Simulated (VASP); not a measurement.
# FeO (R-3m) in VASP: further runs

Runs on FeO. Level: PBEsol. Tasks: single point, relaxation of shape and atoms at fixed volume.

Everything below comes from runs of VASP 6.6.1. Logs are shortened: lines on timing, memory, paths and dates and some standing lists are left out, and cuts for length are marked.

## (1) The cell of the first run

The typed cell holds 2 atoms: a = 3.062 Å, b = 3.062 Å, c = 3.062 Å, α = 59.98°, β = 59.98°, γ = 59.98°.

## (2) Single point, PBEsol, collinear spin, ferromagnetic start (10.14 Å³/atom)

Contents of INCAR:

```
SYSTEM = FeO
PREC     = Accurate       ! precision mode
ENCUT    = 520            ! plane-wave cutoff, eV
EDIFF    = 1E-6           ! SCF threshold, eV
ISMEAR   = 0              ! smearing method
SIGMA    = 0.1            ! smearing width, eV
LREAL    = .False.        ! projectors in reciprocal space
LASPH    = .True.         ! aspherical terms in the spheres
NELM     = 150            ! most SCF steps
ALGO     = Normal         ! electronic algorithm
ISIF     = 2              ! what is computed and relaxed
LWAVE    = .False.        ! write WAVECAR
LCHARG   = .False.        ! write CHGCAR
ISPIN    = 2              ! spin polarisation
MAGMOM   = 3.76 0.37      ! initial moments
LORBIT   = 11             ! projections on sites
LMAXMIX  = 4              ! l up to which the mixer works
GGA      = PS             ! functional
NBANDS   = 18             ! bands
```

Contents of KPOINTS:

```
regular mesh
0
Gamma
  18 18 18
  0 0 0
```

Contents of POSCAR:

```
FeO
1.0
    1.5302720689      0.8835029909      2.5001111489
   -1.5302720689      0.8835029909      2.5001111489
    0.0000000000     -1.7670059819      2.5001111488
Fe O
1 1
Direct
    0.0000000000      0.0000000000      0.0000000000
    0.5000000000      0.5000000000      0.5000000000
```

Potentials or basis: VASP PAW PBE potentials, release 64 (Fe, O).

On the command line:

```sh
$ cat potpaw_PBE.64/Fe/POTCAR potpaw_PBE.64/O/POTCAR > POTCAR
$ mpirun -np 1 vasp_std > vasp.out
```

OUTCAR:

```text
SYSTEM = FeO
   PREC = Accurate
   ENCUT = 520
   EDIFF = 1E-6
   ISMEAR = 0
   LREAL = .False.
   LASPH = .True.
   NELM = 150
   ISIF = 2
   ISPIN = 2
   LORBIT = 11
   GGA = PS

 ion  position               nearest neighbor table
   1  0.000  0.000  0.000-   2 2.16   2 2.16   2 2.16   2 2.16   2 2.16   2 2.16
   2  0.500  0.500  0.500-   1 2.16   1 2.16   1 2.16   1 2.16   1 2.16   1 2.16

  LATTYP: Found a trigonal (rhomboedric) cell.
 ALAT       =     3.0615136610
 COS(alpha) =     0.5003166308

  Lattice vectors:

 A1 = (   1.5302720689,   0.8835029909,   2.5001111489)
 A2 = (  -1.5302720689,   0.8835029909,   2.5001111489)
 A3 = (   0.0000000000,  -1.7670059819,   2.5001111488)

Analysis of symmetry for initial positions (statically):
=====================================================================
 Subroutine PRICEL returns:
 Original cell was already a primitive cell.

 Routine SETGRP: Setting up the symmetry group for a
 trigonal (rhombohedral) supercell.

 Subroutine GETGRP returns: Found 12 space group operations
 (whereof 12 operations were pure point group operations)
 out of a pool of 12 trial point group operations.

The static configuration has the point symmetry D_3d.

Analysis of symmetry for dynamics (positions and initial velocities):
=====================================================================
 Subroutine PRICEL returns:
 Original cell was already a primitive cell.

 Routine SETGRP: Setting up the symmetry group for a
 trigonal (rhombohedral) supercell.

 Subroutine GETGRP returns: Found 12 space group operations
 (whereof 12 operations were pure point group operations)
 out of a pool of 12 trial point group operations.

The dynamic configuration has the point symmetry D_3d.

Analysis of structural, dynamic, and magnetic symmetry:
=====================================================================
 Subroutine PRICEL returns:
 Original cell was already a primitive cell.

 Routine SETGRP: Setting up the symmetry group for a
 trigonal (rhombohedral) supercell.

 Subroutine GETGRP returns: Found 12 space group operations
 (whereof 12 operations were pure point group operations)
 out of a pool of 12 trial point group operations.

The overall configuration has the point symmetry D_3d.

 Subroutine INISYM returns: Found 12 space group operations
 (whereof 12 operations are pure point group operations),
 and found     1 'primitive' translations

----------------------------------------------------------------------------------------

                                     Primitive cell
[... 114 lines left out ...]
  Thomas-Fermi vector in A             =   2.564867
   LORBIT       =     11    0 simple, 1 ext, 2 COOP (PROOUT), +10 PAW based schemes
   GGA     = PS    functional components
   LHFCALC =     F    Hartree Fock is set to
   AEXX    =    0.0000 exact exchange contribution
   IVDW    =     0    specifies the selected vdW correction
   LEPSILON=     F    determine dielectric tensor
   LRPA    =     F    only Hartree local field effects (RPA)
 spin polarized calculation
 Gauss-broadening in eV      SIGMA  =   0.10
  energy-cutoff  :      520.00
  volume of cell :       20.28
 maximum number of plane-waves:       568
   NGX = 11   NGY = 11   NGZ = 11

 number of electron      14.0000000 magnetization       3.9999037

 Free energy of the ion-electron system (eV)
  ---------------------------------------------------
  ext. energy  EPLUGINS =         0.00000000
  ---------------------------------------------------
  free energy    TOTEN  =       -15.82810342 eV

  energy without entropy =      -15.82143596  energy(sigma->0) =      -15.82476969

 E-fermi :   5.9339     XC(G=0): -12.3421

 val. band max:        5.9337862893   @ k =   0.3889   0.1667   0.1667
 cond. band min:       5.9342267863   @ k =   0.3889   0.2222   0.2222
 fundamental gap:      0.0004404971
 Fermi energy:         5.9338857471

 spin component 1

 k-point     1 :       0.0000    0.0000    0.0000
  band No.  band energies     occupation
      1     -14.6568      1.00000
      2       2.0663      1.00000
      3       2.0683      1.00000
      4       2.0683      1.00000
      5       2.1370      1.00000
      6       2.1400      1.00000
[... 493 lines left out ...]
     17      31.2949      0.00000
     18      33.1816      0.00000

 [... further k-points ...]

 spin component 2

 k-point     1 :       0.0000    0.0000    0.0000
  band No.  band energies     occupation
      1     -14.1027      1.00000
      2       2.7243      1.00000
      3       2.7274      1.00000
      4       2.7274      1.00000
      5       5.2063      1.00000
      6       5.2089      1.00000
[... 493 lines left out ...]
     17      32.1385      0.00000
     18      34.2100      0.00000

 [... further k-points ...]

------------------------ aborting loop because EDIFF is reached ----------------------------------------

  FORCE on cell =-STRESS in cart. coord.  units (eV):
  Direction    XX          YY          ZZ          XY          YZ          ZX
  --------------------------------------------------------------------------------------
  -------------------------------------------------------------------------------------
  Total       -1.3253754     -1.3253754     -1.3300060     -0.0000000     -0.0000000      0.0000000
  in kB     -104.7037494   -104.7037494   -105.0695691     -0.0000000     -0.0000000      0.0000000
  external PRESSURE =    -104.8256893 kB  Pullay stress =       0.0000000 kB

 VOLUME and BASIS-vectors are now :
 -----------------------------------------------------------------------------
  energy-cutoff  :      520.00
  volume of cell :       20.28
      direct lattice vectors                 reciprocal lattice vectors
     1.530272069  0.883502991  2.500111149     0.326739284  0.188643014  0.133327406
    -1.530272069  0.883502991  2.500111149    -0.326739284  0.188643014  0.133327406
     0.000000000 -1.767005982  2.500111149     0.000000000 -0.377286027  0.133327406

 POSITION                                       TOTAL-FORCE (eV/Angst)
 -----------------------------------------------------------------------------------
      0.00000      0.00000      0.00000        -0.000000      0.000000     -0.000000
      0.00000     -0.00000      3.75017         0.000000     -0.000000      0.000000
 -----------------------------------------------------------------------------------
    total drift:                               -0.000000      0.000000     -0.000000

  FREE ENERGIE OF THE ION-ELECTRON SYSTEM (eV)
  ---------------------------------------------------
  free  energy   TOTEN  =       -15.8281034221 eV

  energy  without entropy=      -15.8214359552  energy(sigma->0) =      -15.82476969

 total charge

# of ion       s       p       d       tot
------------------------------------------
    1        0.289   0.355   6.077   6.721
    2        1.551   3.408   0.000   4.959
--------------------------------------------------
tot          1.840   3.763   6.077  11.680

 magnetization (x)

# of ion       s       p       d       tot
------------------------------------------
    1        0.026   0.021   3.566   3.613
    2        0.030   0.271   0.000   0.301
--------------------------------------------------
tot          0.056   0.292   3.566   3.914
```

OSZICAR:

```text
N       E                     dE             d eps       ncg     rms          rms(c)
DAV:   1     0.671092247547E+02    0.67109E+02   -0.68964E+03 45278   0.907E+02
DAV:   2    -0.139252071530E+02   -0.81034E+02   -0.68606E+02 42906   0.202E+02
DAV:   3    -0.183834677696E+02   -0.44583E+01   -0.43512E+01 48964   0.511E+01
DAV:   4    -0.184161827468E+02   -0.32715E-01   -0.32698E-01 50858   0.416E+00
DAV:   5    -0.184164047839E+02   -0.22204E-03   -0.22203E-03 49752   0.357E-01    0.157E+01
DAV:   6    -0.165911216530E+02    0.18253E+01   -0.14995E+01 55472   0.565E+01    0.195E+01
DAV:   7    -0.158611030961E+02    0.73002E+00   -0.33557E+00 54120   0.346E+01    0.914E+00
DAV:   8    -0.158504201488E+02    0.10683E-01   -0.18714E-01 52664   0.440E+00    0.519E+00
DAV:   9    -0.158297145247E+02    0.20706E-01   -0.76838E-02 66586   0.430E+00    0.120E+00
DAV:  10    -0.158282016282E+02    0.15129E-02   -0.17429E-02 57602   0.265E+00    0.203E-01
DAV:  11    -0.158280641493E+02    0.13748E-03   -0.28760E-03 58292   0.549E-01    0.705E-02
DAV:  12    -0.158280980496E+02   -0.33900E-04   -0.99086E-05 54860   0.107E-01    0.437E-02
DAV:  13    -0.158281014249E+02   -0.33753E-05   -0.18438E-05 61658   0.564E-02    0.164E-02
DAV:  14    -0.158281035815E+02   -0.21567E-05   -0.42223E-06 49666   0.175E-02    0.699E-03
DAV:  15    -0.158281034221E+02    0.15937E-06   -0.21585E-07 24802   0.475E-03
   1 F= -.15828103E+02 E0= -.15824770E+02  d E =-.666747E-02  mag=     4.0002
```

stdout:

```text
POSCAR found type information on POSCAR FeO
 POSCAR found :  2 types and       2 ions
 scaLAPACK will be used
 -----------------------------------------------------------------------------
|                                                                             |
|                                                                             |
|     You enforced a specific xc type in the INCAR file but a different       |
|     I HOPE YOU KNOW WHAT YOU ARE DOING!                                     |
|                                                                             |
 -----------------------------------------------------------------------------

 LDA part: xc-table for (Slater+PW92), standard interpolation
 POSCAR, INCAR and KPOINTS ok, starting setup
 FFT: planning ... GRIDC
 FFT: planning ... GRID_SOFT
 FFT: planning ... GRID
 WAVECAR not read
 entering main loop
```

Wall time 13 min (1 thread of Intel Xeon 8259CL, shared host); peak memory 0.39 GiB.

What came out:

- Free energy: -15.8281 eV
- Pressure: -10.5 GPa
- Band gap on the k mesh: zero (filled and empty bands overlap)
- Net moment: 4.00 μB per cell
- Site moments: Fe +3.61; O +0.30 μB
- Valence electrons inside the program's atomic spheres: Fe 6.72; O 4.96

Caveat: the cell stands under tension; the PAW data sets were made with another functional, which shifts forces and pressure a little; a cell with one magnetic atom can't hold antiferromagnetic order, which such compounds often take; semilocal functionals often make such compounds metallic where correlation or magnetic order opens a gap, which also shifts bond lengths. With open d or f shells a metallic result of PBEsol can be an artefact of self-interaction; +U or a hybrid may open a gap.

## (3) Single point, PBEsol, collinear spin, ferromagnetic start (10.52 Å³/atom)

This run uses another cell than the first one, of 10.52 Å³/atom.

Contents of INCAR:

```
PREC = Accurate
ENCUT = 520
EDIFF = 1E-6
ISMEAR = 0
SIGMA = 0.1
LREAL = False
LASPH = True
NELM = 150
ALGO = Normal
ISIF = 2
LWAVE = False
LCHARG = False
ISPIN = 2
MAGMOM = 3.76 0.37
LORBIT = 11
LMAXMIX = 4
GGA = PS
NBANDS = 18
```

Contents of KPOINTS:

```
regular mesh
0
Gamma
  18 18 18
```

Contents of POSCAR:

```
FeO
1.0
    1.5492835988      0.8944793028      2.5311716203
   -1.5492835988      0.8944793028      2.5311716203
    0.0000000000     -1.7889586057      2.5311716203
Fe O
1 1
Direct
    0.0000000000      0.0000000000      0.0000000000
    0.5000000000      0.5000000000      0.5000000000
```

Potentials or basis: VASP PAW PBE potentials, release 64 (Fe, O).

On the command line:

```sh
$ cat potpaw_PBE.64/Fe/POTCAR potpaw_PBE.64/O/POTCAR > POTCAR
$ mpirun -np 1 vasp_std > vasp.out
```

OUTCAR:

```text
PREC = Accurate
   ENCUT = 520
   EDIFF = 1E-6
   ISMEAR = 0
   LREAL = False
   LASPH = True
   NELM = 150
   ISIF = 2
   ISPIN = 2
   LORBIT = 11
   GGA = PS

 ion  position               nearest neighbor table
   1  0.000  0.000  0.000-   2 2.19   2 2.19   2 2.19   2 2.19   2 2.19   2 2.19
   2  0.500  0.500  0.500-   1 2.19   1 2.19   1 2.19   1 2.19   1 2.19   1 2.19

  LATTYP: Found a trigonal (rhomboedric) cell.
 ALAT       =     3.0995487839
 COS(alpha) =     0.5003166367

  Lattice vectors:

 A1 = (   1.5492835988,   0.8944793028,   2.5311716203)
 A2 = (  -1.5492835988,   0.8944793028,   2.5311716203)
 A3 = (   0.0000000000,  -1.7889586057,   2.5311716203)

Analysis of symmetry for initial positions (statically):
=====================================================================
 Subroutine PRICEL returns:
 Original cell was already a primitive cell.

 Routine SETGRP: Setting up the symmetry group for a
 trigonal (rhombohedral) supercell.

 Subroutine GETGRP returns: Found 12 space group operations
[... 1197 lines left out ...]
     17      31.1572      0.00000
     18      33.1160      0.00000

 [... further k-points ...]

------------------------ aborting loop because EDIFF is reached ----------------------------------------

  FORCE on cell =-STRESS in cart. coord.  units (eV):
  Direction    XX          YY          ZZ          XY          YZ          ZX
  --------------------------------------------------------------------------------------
  -------------------------------------------------------------------------------------
  Total       -2.0944052     -2.0944052     -2.0994107      0.0000000      0.0000000      0.0000000
  in kB     -159.4399792   -159.4399792   -159.8210313      0.0000000      0.0000000      0.0000000
  external PRESSURE =    -159.5669965 kB  Pullay stress =       0.0000000 kB

 VOLUME and BASIS-vectors are now :
 -----------------------------------------------------------------------------
  energy-cutoff  :      520.00
  volume of cell :       21.05
      direct lattice vectors                 reciprocal lattice vectors
     1.549283599  0.894479303  2.531171620     0.322729809  0.186328142  0.131691321
    -1.549283599  0.894479303  2.531171620    -0.322729809  0.186328142  0.131691321
     0.000000000 -1.788958606  2.531171620     0.000000000 -0.372656284  0.131691321

 POSITION                                       TOTAL-FORCE (eV/Angst)
 -----------------------------------------------------------------------------------
      0.00000      0.00000      0.00000         0.000000      0.000000     -0.000000
      0.00000     -0.00000      3.79676        -0.000000     -0.000000      0.000000
 -----------------------------------------------------------------------------------
    total drift:                               -0.000000      0.000000     -0.000000

  FREE ENERGIE OF THE ION-ELECTRON SYSTEM (eV)
  ---------------------------------------------------
  free  energy   TOTEN  =       -15.7656742730 eV

  energy  without entropy=      -15.7585230520  energy(sigma->0) =      -15.76209866

 total charge

# of ion       s       p       d       tot
------------------------------------------
    1        0.279   0.332   6.052   6.663
    2        1.552   3.389   0.000   4.940
--------------------------------------------------
tot          1.831   3.720   6.052  11.603

 magnetization (x)

# of ion       s       p       d       tot
------------------------------------------
    1        0.026   0.020   3.573   3.619
    2        0.028   0.265   0.000   0.294
--------------------------------------------------
tot          0.055   0.285   3.573   3.913
```

Run time: 13 min. Hardware: 1 thread of Oxide Virtual Turin-like, shared host; peak memory 0.39 GiB.

Results:

| Quantity | Value |
| --- | --- |
| Free energy | -15.7657 eV |
| Pressure | -16.0 GPa |
| Band gap on the k mesh | zero (filled and empty bands overlap) |
| Net moment | 4.00 μB per cell |
| Site moments | Fe +3.62; O +0.29 μB |
| Valence electrons inside the program's atomic spheres | Fe 6.66; O 4.94 |

Levels at points of the mesh, in eV from the Fermi level:
Spin up:
| k point | band 5 | band 6 | band 7 | band 8 | band 9 | band 10 | band 11 | band 12 | band 13 | band 14 |
| --- | --- | --- | --- | --- | --- | --- | --- | --- | --- | --- |
| (0.00, 0.00, 0.00) | -3.67 | -3.66 | -3.66 | -3.66 | -3.66 | -0.27 | 15.05 | 16.45 | 16.46 | 16.46 |
| (0.50, 0.00, 0.00) | -3.09 | -3.09 | -2.55 | -0.47 | -0.47 | 3.79 | 7.91 | 12.02 | 12.02 | 18.63 |
| (0.50, 0.50, 0.00) | -4.67 | -3.30 | -2.89 | -2.84 | -2.84 | 4.79 | 8.29 | 10.35 | 13.98 | 13.99 |
| (0.50, 0.50, 0.50) | -3.09 | -3.09 | -2.55 | -0.47 | -0.47 | 3.80 | 7.90 | 12.03 | 12.03 | 18.64 |
Spin down:
```tsv
k point	band 3	band 4	band 5	band 6	band 7	band 8
(0.00, 0.00, 0.00)	-3.09	-3.09	-0.68	-0.68	-0.68	0.13
(0.50, 0.00, 0.00)	-4.90	-4.89	0.37	0.37	0.56	2.56
(0.50, 0.50, 0.00)	-4.23	-4.22	-1.96	0.64	0.69	0.69
(0.50, 0.50, 0.50)	-4.89	-4.89	0.37	0.37	0.56	2.56
```

Caveat: the cell stands under tension; the PAW data sets were made with another functional, which shifts forces and pressure a little; a cell with one magnetic atom can't hold antiferromagnetic order, which such compounds often take; semilocal functionals often make such compounds metallic where correlation or magnetic order opens a gap, which also shifts bond lengths.

(Continued in part 2 of 2.)
